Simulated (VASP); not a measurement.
# MgB in VASP: further runs

MgB is run at these levels: PBE; tasks: single point, relaxation of cell and atoms.

Everything below comes from runs of VASP 6.6.1. Logs are shortened: lines on timing, memory, paths and dates and some standing lists are left out, and cuts for length are marked.

## Step 1: The cell of the first run

Symmetry: P-3m1, No. 164, trigonal system. Conventional cell: a = 3.062 Å, b = 3.062 Å, c = 6.784 Å, α = 90.00°, β = 90.00°, γ = 120.00°. Mg (site symmetry 3m) has 4 B at 2.23 to 2.62 Å within 3.0 Å. B (site symmetry 3m) has 3 B at 1.79 Å and 1 Mg at 2.23 Å within 2.4 Å.

## Step 2: Single point, PBE

Input file INCAR:

```
SYSTEM = MgB
PREC = Accurate
ENCUT = 600
EDIFF = 1E-6
ISMEAR = 0
SIGMA = 0.1
LREAL = .False.
LASPH = .True.
NELM = 120
ALGO = Normal
ISIF = 2
LWAVE = .False.
LCHARG = .True.
GGA = PE
LELF = .True.
LVHAR = .True.
NBANDS = 13
GGA_COMPAT = .False.
```

Input file KPOINTS:

```
Automatic mesh
0
Gamma
  18 18 8
  0 0 0
```

Input file POSCAR:

```
MgB
1.0
    3.0620423845      0.0000000000      0.0000000000
   -1.5310211923      2.6518064924      0.0000000000
    0.0000000000      0.0000000000      6.7836268292
Mg B
2 2
Direct
    0.3333333333      0.6666666667      0.6929268228
    0.6666666667      0.3333333333      0.3070731772
    0.6666666667      0.3333333333      0.9777870407
    0.3333333333      0.6666666667      0.0222129593
```

Potentials or basis: VASP PAW PBE potentials, release 64 (Mg, B).

Run with:

```console
$ cat potpaw_PBE.64/Mg/POTCAR potpaw_PBE.64/B/POTCAR > POTCAR
$ mpirun -np 1 vasp_std > vasp.out
```

OUTCAR:

```text
SYSTEM = MgB
   PREC = Accurate
   ENCUT = 600
   EDIFF = 1E-6
   ISMEAR = 0
   LREAL = .False.
   LASPH = .True.
   NELM = 120
   ISIF = 2
   GGA = PE

 ion  position               nearest neighbor table
   1  0.333  0.667  0.693-   4 2.23   3 2.62   3 2.62   3 2.62   2 3.16   2 3.16   2 3.16
   2  0.667  0.333  0.307-   3 2.23   4 2.62   4 2.62   4 2.62   1 3.16   1 3.16   1 3.16
   3  0.667  0.333  0.978-   4 1.79   4 1.79   4 1.79   2 2.23   1 2.62   1 2.62   1 2.62
   4  0.333  0.667  0.022-   3 1.79   3 1.79   3 1.79   1 2.23   2 2.62   2 2.62   2 2.62

  LATTYP: Found a hexagonal cell.
 ALAT       =     3.0620423845
 C/A-ratio  =     2.2153928579

  Lattice vectors:

 A1 = (   3.0620423845,   0.0000000000,   0.0000000000)
 A2 = (  -1.5310211923,   2.6518064924,   0.0000000000)
 A3 = (   0.0000000000,   0.0000000000,   6.7836268292)

Analysis of symmetry for initial positions (statically):
=====================================================================
 Subroutine PRICEL returns:
 Original cell was already a primitive cell.

 Routine SETGRP: Setting up the symmetry group for a
 hexagonal supercell.

 Subroutine GETGRP returns: Found 12 space group operations
 (whereof 12 operations were pure point group operations)
 out of a pool of 24 trial point group operations.

The static configuration has the point symmetry D_3d.

Analysis of symmetry for dynamics (positions and initial velocities):
=====================================================================
 Subroutine PRICEL returns:
 Original cell was already a primitive cell.

 Routine SETGRP: Setting up the symmetry group for a
 hexagonal supercell.

 Subroutine GETGRP returns: Found 12 space group operations
 (whereof 12 operations were pure point group operations)
 out of a pool of 24 trial point group operations.

The dynamic configuration has the point symmetry D_3d.

 Subroutine INISYM returns: Found 12 space group operations
 (whereof 12 operations are pure point group operations),
 and found     1 'primitive' translations

----------------------------------------------------------------------------------------

                                     Primitive cell

  volume of cell :      55.0827

  direct lattice vectors                    reciprocal lattice vectors
     3.062042385  0.000000000  0.000000000     0.326579412  0.188550711  0.000000000
    -1.531021192  2.651806492  0.000000000     0.000000000  0.377101422  0.000000000
     0.000000000  0.000000000  6.783626829     0.000000000  0.000000000  0.147413769

  length of vectors
     3.062042385  3.062042384  6.783626829     0.377101422  0.377101422  0.147413769

  position of ions in fractional coordinates (direct lattice)
     0.333333333  0.666666667  0.692926823
     0.666666667  0.333333333  0.307073177
     0.666666667  0.333333333  0.977787041
     0.333333333  0.666666667  0.022212959

  ion indices of the primitive-cell ions
   primitive index   ion index
                 1           1
                 2           2
                 3           3
                 4           4

----------------------------------------------------------------------------------------

 KPOINTS: Automatic mesh

Automatic generation of k-mesh.
 Grid dimensions read from file:
 generate k-points for:   18   18    8

 Generating k-lattice:

  Cartesian coordinates                     Fractional coordinates (reciprocal lattice)
     0.018143301  0.010475040  0.000000000     0.055555556 -0.000000000  0.000000000
     0.000000000  0.020950079  0.000000000     0.000000000  0.055555556  0.000000000
     0.000000000  0.000000000  0.018426721     0.000000000  0.000000000  0.125000000

  Length of vectors
     0.020950079  0.020950079  0.018426721

  Shift w.r.t. Gamma in fractional coordinates (k-lattice)
     0.000000000  0.000000000  0.000000000

 Subroutine IBZKPT returns following result:
 ===========================================

 Found    266 irreducible k-points:

 Following reciprocal coordinates:
            Coordinates               Weight
[... 51 lines left out ...]
      5       4.4869      0.00000
      6       5.5859      0.00000
      7       7.1583      0.00000
      8      10.9749      0.00000
      9      12.1963      0.00000
     10      12.5244      0.00000
     11      13.2017      0.00000
     12      14.0798      0.00000
     13      15.3016      0.00000

 k-point     4 :       0.1667    0.0000    0.0000
  band No.  band energies     occupation
      1      -7.0657      2.00000
      2      -1.8297      2.00000
      3      -1.4308      2.00000
      4       2.9685      2.00000
      5       4.0841      0.00000
      6       5.8416      0.00000
      7       7.2827      0.00000
      8      10.3068      0.00000
      9      11.7784      0.00000
     10      11.8516      0.00000
     11      12.9389      0.00000
     12      14.4104      0.00000
     13      14.5913      0.00000

 k-point     5 :       0.2222    0.0000    0.0000
  band No.  band energies     occupation
      1      -6.7020      2.00000
      2      -1.4101      2.00000
      3      -0.9947      2.00000
      4       1.8979      2.00000
      5       3.6643      1.68020
      6       6.1536      0.00000
      7       7.3303      0.00000
      8       9.3966      0.00000
      9      10.3830      0.00000
     10      11.1817      0.00000
     11      13.4801      0.00000
     12      13.7497      0.00000
     13      14.2005      0.00000
[... 257 lines left out ...]
 k-point    22 :       0.2778    0.1111    0.0000
  band No.  band energies     occupation
      1      -5.5282      2.00000
      2      -0.2684      2.00000
      3      -0.0497      2.00000
      4       0.4245      2.00000
      5       2.1961      2.00000
      6       5.8862      0.00000
      7       6.9947      0.00000
      8       7.3925      0.00000
      9       9.2155      0.00000
     10      10.9035      0.00000
     11      11.4550      0.00000
     12      11.6696      0.00000
     13      14.3431      0.00000

 k-point    23 :       0.3333    0.1111    0.0000
  band No.  band energies     occupation
      1      -4.8852      2.00000
      2      -1.2580      2.00000
      3       0.6431      2.00000
      4       1.1972      2.00000
      5       1.9378      2.00000
      6       4.9103      0.00000
      7       5.7576      0.00000
      8       7.7468      0.00000
      9       9.0673      0.00000
     10      11.1133      0.00000
     11      11.2947      0.00000
     12      11.4751      0.00000
     13      13.6326      0.00000

 k-point    24 :       0.3889    0.1111    0.0000
  band No.  band energies     occupation
      1      -4.1871      2.00000
      2      -2.1847      2.00000
      3       1.3625      2.00000
      4       1.7546      2.00000
      5       2.0834      2.00000
      6       3.9437      0.00311
      7       4.6236      0.00000
      8       8.0939      0.00000
      9       8.9100      0.00000
     10      11.1852      0.00000
     11      11.3723      0.00000
     12      11.7168      0.00000
     13      12.9867      0.00000

 [... further k-points ...]
[... 5 lines left out ...]
  --------------------------------------------------------------------------------------
  -------------------------------------------------------------------------------------
  Total       -0.0315361     -0.0315361     -0.0431233      0.0000000      0.0000000      0.0000000
  in kB       -0.9172847     -0.9172847     -1.2543174      0.0000000      0.0000000      0.0000000
  external PRESSURE =      -1.0296289 kB  Pullay stress =       0.0000000 kB

 VOLUME and BASIS-vectors are now :
 -----------------------------------------------------------------------------
  energy-cutoff  :      600.00
  volume of cell :       55.08
      direct lattice vectors                 reciprocal lattice vectors
     3.062042385  0.000000000  0.000000000     0.326579412  0.188550711  0.000000000
    -1.531021192  2.651806492  0.000000000     0.000000000  0.377101422  0.000000000
     0.000000000  0.000000000  6.783626829     0.000000000  0.000000000  0.147413769

 POSITION                                       TOTAL-FORCE (eV/Angst)
 -----------------------------------------------------------------------------------
     -0.00000      1.76787      4.70056        -0.000000      0.000000     -0.007148
      1.53102      0.88394      2.08307         0.000000     -0.000000      0.007148
      1.53102      0.88394      6.63294         0.000000      0.000000     -0.003762
     -0.00000      1.76787      0.15068         0.000000      0.000000      0.003762
 -----------------------------------------------------------------------------------
    total drift:                                0.000000      0.000000      0.000000

  FREE ENERGIE OF THE ION-ELECTRON SYSTEM (eV)
  ---------------------------------------------------
  free  energy   TOTEN  =       -15.4895111904 eV

  energy  without entropy=      -15.4831529773  energy(sigma->0) =      -15.48633208
```

It took 2.7 min on 1 thread of AMD EPYC 9R45 (Zen 5), shared host; peak memory 0.32 GiB.

Results:

```yaml
Free_energy: -15.4895 eV
Pressure: -0.1 GPa
Largest_force: 0.007 eV/Å
Band_gap_on_the_k_mesh: zero (band 5 reaches 4.91 eV, above the bottom of band 6 at 2.99 eV)
```

Forces in eV/Å, atoms in the order of the input:
```
Mg   0.000  0.000 -0.007
Mg   0.000  0.000  0.007
B    0.000  0.000 -0.004
B    0.000  0.000  0.004
```

Levels at points of the mesh, in eV from the Fermi level:
| k point | band 2 | band 3 | band 4 | band 5 | band 6 | band 7 | band 8 | band 9 |
| --- | --- | --- | --- | --- | --- | --- | --- | --- |
| (0.00, 0.00, 0.00) | -6.11 | -5.73 | 1.18 | 1.18 | 1.59 | 3.29 | 7.70 | 7.70 |
| (0.50, 0.00, 0.00) | -6.61 | -2.13 | -1.21 | -1.12 | -0.64 | 0.12 | 5.13 | 5.16 |
| (0.00, 0.00, 0.50) | -7.24 | -3.31 | -1.62 | 1.18 | 1.18 | 7.05 | 7.72 | 7.72 |
| (0.50, 0.00, 0.50) | -6.58 | -2.66 | -1.87 | -1.21 | 0.90 | 1.81 | 3.04 | 3.94 |

## Step 3: Single point, PBE

Input file INCAR:

```
PREC = Accurate ; ENCUT = 600
EDIFF = 1E-6 ; ISMEAR = 0
SIGMA = 0.1 ; LREAL = F
LASPH = T ; NELM = 120
ALGO = Normal ; ISIF = 2
LWAVE = F ; LCHARG = F
GGA = PE ; NBANDS = 13
GGA_COMPAT = F
```

Input file KPOINTS:

```
Automatic mesh
0
Gamma
  18 18 8
```

POSCAR is that of step 2.

Potentials or basis: VASP PAW PBE potentials, release 64 (Mg, B).

Run with:

```console
$ cat potpaw_PBE.64/Mg/POTCAR potpaw_PBE.64/B/POTCAR > POTCAR
$ mpirun -np 1 vasp_std > vasp.out
```

Run time: 2.6 min. Hardware: 1 thread of AMD EPYC 9R45 (Zen 5), shared host; peak memory 0.32 GiB.

The run converged. Its results:

```yaml
Free_energy: -15.4895 eV
Pressure: -0.1 GPa
Largest_force: 0.007 eV/Å
Band_gap_on_the_k_mesh: zero (band 5 reaches 4.91 eV, above the bottom of band 6 at 2.99 eV)
```

Forces in eV/Å, atoms in the order of the input:
```
Mg   0.000  0.000 -0.007
Mg   0.000  0.000  0.007
B    0.000  0.000 -0.004
B    0.000  0.000  0.004
```

Levels at points of the mesh, in eV from the Fermi level:
| k point | band 2 | band 3 | band 4 | band 5 | band 6 | band 7 | band 8 | band 9 |
| --- | --- | --- | --- | --- | --- | --- | --- | --- |
| (0.00, 0.00, 0.00) | -6.11 | -5.73 | 1.18 | 1.18 | 1.59 | 3.29 | 7.70 | 7.70 |
| (0.50, 0.00, 0.00) | -6.61 | -2.13 | -1.21 | -1.12 | -0.64 | 0.12 | 5.13 | 5.16 |
| (0.00, 0.00, 0.50) | -7.24 | -3.31 | -1.62 | 1.18 | 1.18 | 7.05 | 7.72 | 7.72 |
| (0.50, 0.00, 0.50) | -6.58 | -2.66 | -1.87 | -1.21 | 0.90 | 1.81 | 3.04 | 3.94 |

## Step 4: Single point, PBE

This run uses another cell than the first one: it holds 8 atoms, not 4.

Input file INCAR:

```
ALGO     = Normal         # electronic algorithm
EDIFF    = 1E-6           # SCF threshold, eV
ENCUT    = 600            # plane-wave cutoff, eV
GGA      = PE             # functional
GGA_COMPAT= False        
ISIF     = 2              # what is computed and relaxed
ISMEAR   = 0              # smearing method
LASPH    = True           # aspherical terms in the spheres
LCHARG   = True           # write CHGCAR
LELF     = True           # ELF
LREAL    = False          # projectors in reciprocal space
LVHAR    = True         
LWAVE    = False          # write WAVECAR
NBANDS   = 20             # bands
NELM     = 120            # most SCF steps
PREC     = Accurate       # precision mode
SIGMA    = 0.2            # smearing width, eV
```

Input file KPOINTS:

```
k-points
0
Gamma
  12 12 2
```

Input file POSCAR:

```
MgB
1.0
    3.0681181868      0.0010821878     -0.0000886041
   -1.5331143780      2.6553502361      0.0001596517
   -0.0005899884      0.0007036088     13.4834157349
Mg B
4 4
Direct
    0.3331135549      0.6668625148      0.3460254833
    0.3328938547      0.6655885196      0.8460224218
    0.6668143331      0.3338911253      0.1539645696
    0.6665378311      0.3325628763      0.6539836823
    0.6671168078      0.3340860021      0.4887611748
    0.6666899690      0.3329858616      0.9887394178
    0.3329473746      0.6664271390      0.0112519046
    0.3338862749      0.6675959614      0.5112513458
```

Run with:

```console
$ cat potpaw_PBE.64/Mg/POTCAR potpaw_PBE.64/B/POTCAR > POTCAR
$ mpirun -np 1 vasp_std > vasp.out
```

Wall time 5 min (1 thread of AMD EPYC 9R45 (Zen 5), shared host); peak memory 0.46 GiB.

Results (log left out):

```
Free energy            : -31.0025 eV
Pressure               : -0.1 GPa
Largest force          : 0.012 eV/Å
Band gap on the k mesh : zero (band 10 reaches 4.91 eV, above the bottom of band 11 at 3.09 eV)
```

Forces in eV/Å, atoms in the order of the input:
```
Mg   0.000  0.000 -0.003
Mg   0.000  0.001 -0.002
Mg   0.000 -0.001  0.003
Mg   0.000  0.002  0.002
B    0.003  0.006 -0.009
B   -0.007  0.003 -0.007
B    0.007 -0.002  0.007
B   -0.003 -0.007  0.009
```

Stress tensor (GPa, compression positive):
```
-0.13 -0.06 -0.01
-0.06 -0.04 -0.01
-0.01 -0.01 -0.16
```

Levels at points of the mesh, in eV from the Fermi level:
| k point | band 7 | band 8 | band 9 | band 10 | band 11 | band 12 | band 13 | band 14 |
| --- | --- | --- | --- | --- | --- | --- | --- | --- |
| (0.00, 0.00, 0.00) | -1.56 | 1.13 | 1.14 | 1.14 | 1.15 | 1.69 | 3.37 | 7.13 |
| (0.50, 0.00, 0.00) | -1.92 | -1.23 | -1.23 | -1.16 | -0.68 | 0.09 | 0.88 | 1.79 |
| (0.00, 0.50, 0.00) | -1.92 | -1.24 | -1.24 | -1.16 | -0.68 | 0.09 | 0.89 | 1.80 |
| (0.50, 0.50, 0.00) | -1.92 | -1.24 | -1.24 | -1.16 | -0.68 | 0.09 | 0.88 | 1.80 |
| (0.00, 0.00, 0.50) | -0.06 | -0.06 | 1.13 | 1.14 | 1.14 | 1.15 | 5.29 | 5.29 |
| (0.50, 0.00, 0.50) | -1.65 | -1.65 | -1.23 | -1.23 | 0.09 | 0.09 | 0.87 | 0.87 |
| (0.00, 0.50, 0.50) | -1.65 | -1.65 | -1.24 | -1.24 | 0.10 | 0.10 | 0.87 | 0.87 |
| (0.50, 0.50, 0.50) | -1.65 | -1.65 | -1.24 | -1.24 | 0.10 | 0.10 | 0.87 | 0.87 |

## Step 5: Relaxation of cell and atoms, PBE

This run uses another cell than the first one, of 13.72 Å³/atom, 0.996 times its volume.

Input file INCAR:

```
  ALGO = Normal
  EDIFF = 1E-7
  EDIFFG = -0.01
  ENCUT = 600
  GGA = PE
  GGA_COMPAT = F
  IBRION = 2
  ISIF = 3
  ISMEAR = 0
  LASPH = T
  LCHARG = F
  LREAL = F
  LWAVE = F
  NELM = 120
  NELMIN = 4
  NSW = 100
  PREC = Accurate
  SIGMA = 0.1
```

Input file KPOINTS:

```
k-points
0
Gamma
  18 18 8
```

Input file POSCAR:

```
MgB
1.0
    3.0604651711      0.0000000000      0.0000000000
   -1.5302325856      2.6504405856      0.0000000000
    0.0000000000      0.0000000000      6.7666172085
Mg B
2 2
Direct
    0.3333333333      0.6666666667      0.6927265838
    0.6666666667      0.3333333333      0.3072734162
    0.6666666667      0.3333333333      0.9757478553
    0.3333333333      0.6666666667      0.0242521447
```

Run with:

```console
$ cat potpaw_PBE.64/Mg/POTCAR potpaw_PBE.64/B/POTCAR > POTCAR
$ mpirun -np 1 vasp_std > vasp.out
```

Run time: 5.5 min. Hardware: 1 thread of AMD EPYC 9R45 (Zen 5), shared host; peak memory 0.3 GiB.

The run converged. Its results:

```
Free energy                            : -15.4895 eV
Relaxed volume                         : 13.75 Å³/atom
Relaxed cell                           : a = 3.062 Å, b = 3.062 Å, c = 6.774 Å, α = 90.00°, β = 90.00°, γ = 120.00°
Space group after relaxing (to 0.05 Å) : P-3m1 (No. 164)
Energy gained by relaxing              : 0.7 meV/atom
Ionic steps                            : 6
Pressure after relaxing                : 0.0 GPa
Band gap on the k mesh                 : zero (band 5 reaches 4.92 eV, above the bottom of band 6 at 3.00 eV)
```

Step by step:
| step | energy change (eV) | largest force (eV/Å) | pressure (GPa) | volume (Å³) |
| --- | --- | --- | --- | --- |
| 1 | 0.0000 | 0.2053 | -0.15 | 54.89 |
| 2 | -0.0022 | 0.0364 | 0.27 | 54.79 |
| 3 | -0.0022 | 0.0312 | 0.24 | 54.79 |
| 4 | -0.0025 | 0.0167 | 0.02 | 54.95 |
| 5 | -0.0026 | 0.0089 | -0.10 | 55.03 |
| 6 | -0.0026 | 0.0010 | -0.02 | 55.00 |

Final structure:
```cif
data_structure
_symmetry_space_group_name_H-M 'P 1'
_symmetry_Int_Tables_number 1
_cell_length_a 3.0619
_cell_length_b 3.0619
_cell_length_c 6.7736
_cell_angle_alpha 90.000
_cell_angle_beta 90.000
_cell_angle_gamma 120.000
_cell_volume 55.00
loop_
_atom_site_label
_atom_site_type_symbol
_atom_site_fract_x
_atom_site_fract_y
_atom_site_fract_z
_atom_site_occupancy
Mg1 Mg 0.33333 0.66667 0.69267 1
Mg2 Mg 0.66667 0.33333 0.30733 1
B1 B 0.66667 0.33333 0.97771 1
B2 B 0.33333 0.66667 0.02229 1
```

Levels at points of the mesh, in eV from the Fermi level:
```
           k point  band 1  band 2  band 3  band 4  band 5  band 6  band 7  band 8  band 9
(0.00, 0.00, 0.00)  -11.28   -6.11   -5.74    1.17    1.17    1.61    3.31    7.69    7.69
(0.50, 0.00, 0.00)   -7.58   -6.61   -2.14   -1.21   -1.13   -0.65    0.11    5.13    5.17
(0.00, 0.00, 0.50)  -11.23   -7.25   -3.31   -1.61    1.17    1.17    7.07    7.71    7.71
(0.50, 0.00, 0.50)   -7.56   -6.59   -2.66   -1.88   -1.21    0.90    1.81    3.05    3.95
```

## Step 6: Overview

| task | cell | k mesh | smearing | gap on the mesh (eV) | pressure (GPa) | largest force (eV/Å) |
| --- | --- | --- | --- | --- | --- | --- |
| single point | a = 3.062, b = 3.062, c = 6.784 Å, angles 90.0, 90.0, 120.0°, 4 atoms | 18 × 18 × 8 | gaussian 0.1 eV | none | -0.1 | 0.01 |
| single point | a = 3.068, b = 3.066, c = 13.483 Å, angles 90.0, 90.0, 120.0°, 8 atoms | 12 × 12 × 2 | gaussian 0.2 eV | none | -0.1 | 0.01 |
| relaxation of cell and atoms | relaxed from a = 3.060, b = 3.060, c = 6.767 Å, angles 90.0, 90.0, 120.0°, 4 atoms | 18 × 18 × 8 | gaussian 0.1 eV | none | 0.0 | - |

Alike in all rows: level PBE; potentials or basis VASP PAW PBE potentials, release 64 (Mg, B); no spin polarisation; cutoff (eV) 600.

Total energies depend on the potentials used, so only differences within one code and one set of settings carry meaning.
